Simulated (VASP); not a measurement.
# Hf in VASP: single point with PBEsol

Aim: the single point of Hf with PBEsol.

Everything below comes from runs of VASP 6.6.1. Logs are shortened: lines on timing, memory, paths and dates and some standing lists are left out, and cuts for length are marked.

### 1 The cell of the first run

The cell holds a slab with vacuum, 6 atoms: a = 3.159 Å, b = 4.999 Å, c = 22.383 Å, α = 90.00°, β = 90.00°, γ = 90.00°.

### 2 Single point, PBEsol

The input, INCAR:

```
SYSTEM = Hf
PREC = Accurate
ENCUT = 520
EDIFF = 1E-6
ISMEAR = -1
SIGMA = 0.05
LREAL = .False.
LASPH = .True.
NELM = 100
ALGO = Normal
ISIF = 2
LWAVE = .False.
LCHARG = .False.
LDIPOL = .True.
IDIPOL = 3
DIPOL = 0.5 0.5 0.500
GGA = PS
EFIELD = -0.1
NBANDS = 39
```

The input, KPOINTS:

```
Automatic mesh
0
Gamma
  10 7 1
  0 0 0
```

The input, POSCAR:

```
Hf
1.0
    3.1588656729      0.0000000000      0.0000000000
    0.0000000000      4.9986711318      0.0000000000
    0.0000000000      0.0000000000     22.3832000000
Hf
6
Direct
    0.7500000000      0.7500000000      0.3623767554
    0.2500000000      0.2500000000      0.4013869528
    0.2500000000      0.7500000000      0.4781961893
    0.7500000000      0.2500000000      0.5218038096
    0.7500000000      0.7500000000      0.5986130515
    0.2500000000      0.2500000000      0.6376232414
```

Potentials or basis: VASP PAW PBE potentials, release 64 (Hf_pv).

Started as:

```sh
$ cat potpaw_PBE.64/Hf_pv/POTCAR > POTCAR
$ mpirun -np 1 vasp_std > vasp.out
```

OUTCAR:

```text
SYSTEM = Hf
   PREC = Accurate
   ENCUT = 520
   EDIFF = 1E-6
   ISMEAR = -1
   LREAL = .False.
   LASPH = .True.
   NELM = 100
   ISIF = 2
   GGA = PS

 ion  position               nearest neighbor table
   1  0.750  0.750  0.362-   3 3.04   3 3.04   2 3.08   2 3.08   2 3.08   2 3.08
   2  0.250  0.250  0.401-   3 3.03   3 3.03   1 3.08   1 3.08   1 3.08   1 3.08   4 3.12   4 3.12

   3  0.250  0.750  0.478-   2 3.03   2 3.03   1 3.04   1 3.04   4 3.11   4 3.11   4 3.11   4 3.11
                             5 3.12   5 3.12
   4  0.750  0.250  0.522-   5 3.03   5 3.03   6 3.04   6 3.04   3 3.11   3 3.11   3 3.11   3 3.11
                             2 3.12   2 3.12
   5  0.750  0.750  0.599-   4 3.03   4 3.03   6 3.08   6 3.08   6 3.08   6 3.08   3 3.12   3 3.12

   6  0.250  0.250  0.638-   4 3.04   4 3.04   5 3.08   5 3.08   5 3.08   5 3.08

  LATTYP: Found a simple orthorhombic cell.
 ALAT       =     3.1588656729
 B/A-ratio  =     1.5824259875
 C/A-ratio  =     7.0858347007

  Lattice vectors:

 A1 = (   3.1588656729,   0.0000000000,   0.0000000000)
 A2 = (   0.0000000000,   4.9986711318,   0.0000000000)
 A3 = (   0.0000000000,   0.0000000000,  22.3832000000)

Analysis of symmetry for initial positions (statically):
=====================================================================
 Subroutine PRICEL returns:
 Original cell was already a primitive cell.

 Routine SETGRP: Setting up the symmetry group for a
 simple orthorhombic supercell.

 Subroutine GETGRP returns: Found  8 space group operations
 (whereof  2 operations were pure point group operations)
 out of a pool of  8 trial point group operations.

The static configuration has the point symmetry S_2 .
 The point group associated with its full space group is D_2h.

Analysis of symmetry for dynamics (positions and initial velocities):
=====================================================================
 An external electric field (EFIELD) may reduce the allowed symmetry operations
 Subroutine PRICEL returns:
 Original cell was already a primitive cell.

 Routine SETGRP: Setting up the symmetry group for a
 simple orthorhombic supercell.

 Subroutine GETGRP returns: Found  4 space group operations
 (whereof  1 operations were pure point group operations)
 out of a pool of  8 trial point group operations.

The dynamic configuration has the point symmetry C_1 .
 The point group associated with its full space group is C_2v.

 Subroutine INISYM returns: Found  4 space group operations
 (whereof  1 operations are pure point group operations),
 and found     1 'primitive' translations

----------------------------------------------------------------------------------------

                                     Primitive cell

  volume of cell :     353.4337

  direct lattice vectors                    reciprocal lattice vectors
     3.158865673  0.000000000  0.000000000     0.316569333  0.000000000  0.000000000
     0.000000000  4.998671132  0.000000000     0.000000000  0.200053169  0.000000000
     0.000000000  0.000000000 22.383200000     0.000000000  0.000000000  0.044676364

  length of vectors
     3.158865673  4.998671132 22.383200000     0.316569333  0.200053169  0.044676364

  position of ions in fractional coordinates (direct lattice)
     0.750000000  0.750000000  0.362376755
     0.250000000  0.250000000  0.401386953
     0.250000000  0.750000000  0.478196189
     0.750000000  0.250000000  0.521803810
     0.750000000  0.750000000  0.598613052
     0.250000000  0.250000000  0.637623241

  ion indices of the primitive-cell ions
   primitive index   ion index
                 1           1
                 2           2
                 3           3
                 4           4
                 5           5
                 6           6

----------------------------------------------------------------------------------------

 KPOINTS: Automatic mesh

Automatic generation of k-mesh.
 Grid dimensions read from file:
 generate k-points for:   10    7    1

 Generating k-lattice:

  Cartesian coordinates                     Fractional coordinates (reciprocal lattice)
     0.031656933  0.000000000  0.000000000     0.100000000  0.000000000  0.000000000
     0.000000000  0.028579024  0.000000000     0.000000000  0.142857143  0.000000000
     0.000000000  0.000000000  0.044676364     0.000000000  0.000000000  1.000000000

  Length of vectors
     0.031656933  0.028579024  0.044676364

  Shift w.r.t. Gamma in fractional coordinates (k-lattice)
     0.000000000  0.000000000  0.000000000

 Subroutine IBZKPT returns following result:
 ===========================================

 Found     24 irreducible k-points:

 Following reciprocal coordinates:
            Coordinates               Weight
  0.000000  0.000000  0.000000      1.000000
  0.100000  0.000000  0.000000      2.000000
  0.200000  0.000000  0.000000      2.000000
  0.300000  0.000000  0.000000      2.000000
  0.400000  0.000000  0.000000      2.000000
  0.500000  0.000000  0.000000      1.000000
[... 16 lines left out ...]
  0.400000  0.428571  0.000000      4.000000
  0.500000  0.428571  0.000000      2.000000
   k-points           NKPTS =     24   k-points in BZ     NKDIM =     24   number of bands    NBANDS=     39
   number of dos      NEDOS =    301   number of ions     NIONS =      6
   total plane-waves  NPLWV = 161280
   dimension x,y,z NGX =    24 NGY =   40 NGZ =  168
   dimension x,y,z NGXF=    48 NGYF=   80 NGZF=  336
   ions per type =               6
   NGX,Y,Z   is equivalent  to a cutoff of  12.63, 13.30, 12.48 a.u.
   NGXF,Y,Z  is equivalent  to a cutoff of  25.26, 26.61, 24.96 a.u.
 SYSTEM =  Hf
   PREC   = accura    normal or accurate (medium, high low for compatibility)
   ISTART =      0    job   : 0-new  1-cont  2-samecut
   ICHARG =      2    charge: 1-file 2-atom 10-const
   ISPIN  =      1    spin polarized calculation?
   LNONCOLLINEAR =      F non collinear calculations
   LSORBIT =      F    spin-orbit coupling
   LASPH  =      T    aspherical Exc in radial PAW
   ENCUT  =  520.0 eV  38.22 Ry    6.18 a.u.   5.87  9.29 41.62*2*pi/ulx,y,z
   NELM   =    100;   NELMIN=  2; NELMDL= -5     # of ELM steps
   EDIFF  = 0.1E-05   stopping-criterion for ELM
   LREAL  =      F    real-space projection
   EDIFFG = 0.1E-04   stopping-criterion for IOM
   NSW    =      0    number of steps for IOM
   IBRION =     -1    ionic relax: 0-MD 1-quasi-New 2-CG
   NFREE  =      0    steps in history (QN), initial steepest desc. (CG)
   ISIF   =      2    stress and relaxation
   ISYM   =      2    0-nonsym 1-usesym 2-fastsym
   POTIM  = 0.5000    time-step for ionic-motion
   TEBEG  =    0.0;   TEEND  =   0.0 temperature during run
   PSTRESS=    0.0 pullay stress
   NELECT =      60.0000    total number of electrons
   NUPDOWN=      -1.0000    fix difference up-down
   EMIN   =  10.00;   EMAX   =-10.00  energy-range for DOS
   EFERMI =   0.00;   METHOD = LEGACY
   ISMEAR =    -1;   SIGMA  =   0.05  broadening in eV -4-tet -1-fermi 0-gaus
   EFERMI_NEDOS =   21; number of points for ismear=-14 and -15
   IALGO  =     38    algorithm
   IMIX   =      4    mixing-type and parameters
     AMIX     =   0.40;   BMIX     =  1.00
     AMIX_MAG =   1.60;   BMIX_MAG =  1.00
  volume/ion in A,a.u.               =      58.91       397.51
  Fermi-wavevector in a.u.,A,eV,Ry     =   0.906475  1.712990 11.179871  0.821697
  Thomas-Fermi vector in A             =   2.030167
   LORBIT       =      0    0 simple, 1 ext, 2 COOP (PROOUT), +10 PAW based schemes
   GGA     = PS    functional components
   LHFCALC =     F    Hartree Fock is set to
   AEXX    =    0.0000 exact exchange contribution
   IVDW    =     0    specifies the selected vdW correction
   LEPSILON=     F    determine dielectric tensor
   LRPA    =     F    only Hartree local field effects (RPA)
 non-spin polarized calculation
  energy-cutoff  :      520.00
  volume of cell :      353.43
 maximum number of plane-waves:      9584
 NGX is ok and might be reduce to    24
   NGX = 11   NGY = 19   NGZ = 83

 dipolmoment           0.000000      0.000000      0.042592 electrons x Angstroem

 number of electron      59.9999986 magnetization

 dipolmoment           0.000000      0.000000     -0.090340 electrons x Angstroem

 Free energy of the ion-electron system (eV)
  ---------------------------------------------------
  ext. energy  EPLUGINS =         0.00000000
  ---------------------------------------------------
  free energy    TOTEN  =       -59.07943448 eV

  energy without entropy =      -59.01624754  energy(sigma->0) =      -59.04784101

 E-fermi :  -0.5622     XC(G=0):  -5.1517

 val. band max:       -0.5622272308   @ k =   0.4000   0.1429   0.0000
 cond. band min:      -0.5594570040   @ k =   0.0000   0.2857   0.0000
 fundamental gap:      0.0027702268
 Fermi energy:        -0.5622199546

 k-point     1 :       0.0000    0.0000    0.0000
  band No.  band energies     occupation
      1     -31.6614      2.00000
      2     -31.6564      2.00000
      3     -31.6378      2.00000
      4     -31.6174      2.00000
      5     -31.2845      2.00000
      6     -31.1721      2.00000
[... 31 lines left out ...]
     38       1.1219      0.00000
     39       1.1327      0.00000

 k-point     2 :       0.1000    0.0000    0.0000
  band No.  band energies     occupation
      1     -31.6498      2.00000
      2     -31.6410      2.00000
      3     -31.6300      2.00000
      4     -31.5993      2.00000
      5     -31.2725      2.00000
      6     -31.1834      2.00000
[... 31 lines left out ...]
     38       1.1177      0.00000
     39       1.2141      0.00000

 k-point     3 :       0.2000    0.0000    0.0000
  band No.  band energies     occupation
      1     -31.6352      2.00000
      2     -31.6112      2.00000
      3     -31.5833      2.00000
      4     -31.5488      2.00000
      5     -31.3059      2.00000
      6     -31.2752      2.00000
[... 31 lines left out ...]
     38       1.2821      0.00000
     39       1.3252      0.00000

 k-point     4 :       0.3000    0.0000    0.0000
  band No.  band energies     occupation
      1     -31.6239      2.00000
      2     -31.5943      2.00000
      3     -31.4993      2.00000
      4     -31.4766      2.00000
      5     -31.4366      2.00000
      6     -31.4038      2.00000
[... 31 lines left out ...]
     38       0.8146      0.00000
     39       1.7454      0.00000
[... 754 lines left out ...]
     38       0.6180      0.00000
     39       1.5420      0.00000

 k-point    23 :       0.4000    0.4286    0.0000
  band No.  band energies     occupation
      1     -31.6412      2.00000
      2     -31.6339      2.00000
      3     -31.5852      2.00000
      4     -31.5743      2.00000
      5     -31.5409      2.00000
      6     -31.5360      2.00000
[... 31 lines left out ...]
     38       1.1169      0.00000
     39       1.6420      0.00000

 k-point    24 :       0.5000    0.4286    0.0000
  band No.  band energies     occupation
      1     -31.6628      2.00000
      2     -31.6575      2.00000
      3     -31.6000      2.00000
      4     -31.5913      2.00000
      5     -31.5631      2.00000
      6     -31.5587      2.00000
[... 31 lines left out ...]
     38       1.3153      0.00000
     39       1.8005      0.00000

------------------------ aborting loop because EDIFF is reached ----------------------------------------

 vacuum level on the upper side and lower side of the slab       (xc-potential included)         0.351        -0.811

  FORCE on cell =-STRESS in cart. coord.  units (eV):
  Direction    XX          YY          ZZ          XY          YZ          ZX
  --------------------------------------------------------------------------------------
  -------------------------------------------------------------------------------------
  Total       -4.9030583     -2.5435798     -0.2905919      0.0000000      0.0000000      0.0000000
  in kB      -22.2264314    -11.5304975     -1.3173043      0.0000000      0.0000000      0.0000000
  external PRESSURE =     -11.6914111 kB  Pullay stress =       0.0000000 kB

 VOLUME and BASIS-vectors are now :
 -----------------------------------------------------------------------------
  energy-cutoff  :      520.00
  volume of cell :      353.43
      direct lattice vectors                 reciprocal lattice vectors
     3.158865673  0.000000000  0.000000000     0.316569333  0.000000000  0.000000000
     0.000000000  4.998671132  0.000000000     0.000000000  0.200053169  0.000000000
     0.000000000  0.000000000 22.383200000     0.000000000  0.000000000  0.044676364

 POSITION                                       TOTAL-FORCE (eV/Angst)
 -----------------------------------------------------------------------------------
      2.36915      3.74900      8.11115         0.000000      0.000000      0.049846
      0.78972      1.24967      8.98432         0.000000      0.000000      0.005554
      0.78972      3.74900     10.70356         0.000000      0.000000     -0.024106
      2.36915      1.24967     11.67964         0.000000      0.000000      0.011275
      2.36915      3.74900     13.39888         0.000000      0.000000     -0.023650
      0.78972      1.24967     14.27205         0.000000      0.000000     -0.018920
 -----------------------------------------------------------------------------------
    total drift:                                0.000000     -0.000000      0.001007

  FREE ENERGIE OF THE ION-ELECTRON SYSTEM (eV)
  ---------------------------------------------------
  free  energy   TOTEN  =       -59.0794344790 eV

  energy  without entropy=      -59.0162475365  energy(sigma->0) =      -59.04784101

 vacuum level on the upper side and lower side of the slab         3.740         2.602
```

Run time: 9.8 min. Hardware: 1 thread of Intel Xeon 6975P-C (Granite Rapids), shared host; peak memory 0.54 GiB.

What came out:

| Property | Result |
| --- | --- |
| Free energy | -59.0794 eV |
| Largest force | 0.050 eV/Å |
| Band gap on the k mesh | zero (bands 30 and 31 overlap by 0.51 eV) |

Forces in eV/Å, atoms in the order of the input:
```
Hf   0.000  0.000  0.050
Hf   0.000  0.000  0.006
Hf   0.000  0.000 -0.024
Hf   0.000  0.000  0.011
Hf   0.000  0.000 -0.024
Hf   0.000  0.000 -0.019
```

Levels at points of the mesh, in eV from the Fermi level:
```tsv
k point	band 27	band 28	band 29	band 30	band 31	band 32	band 33	band 34
(0.00, 0.00, 0.00)	-0.47	-0.45	-0.01	0.18	0.87	0.90	0.90	1.33
(0.50, 0.00, 0.00)	-1.26	-1.26	-0.96	-0.96	0.30	0.31	0.72	0.72
```

Caveat: the PAW data sets were made with another functional, which shifts forces and pressure a little; spin-orbit coupling is left out, which moves the levels of the heavy elements.
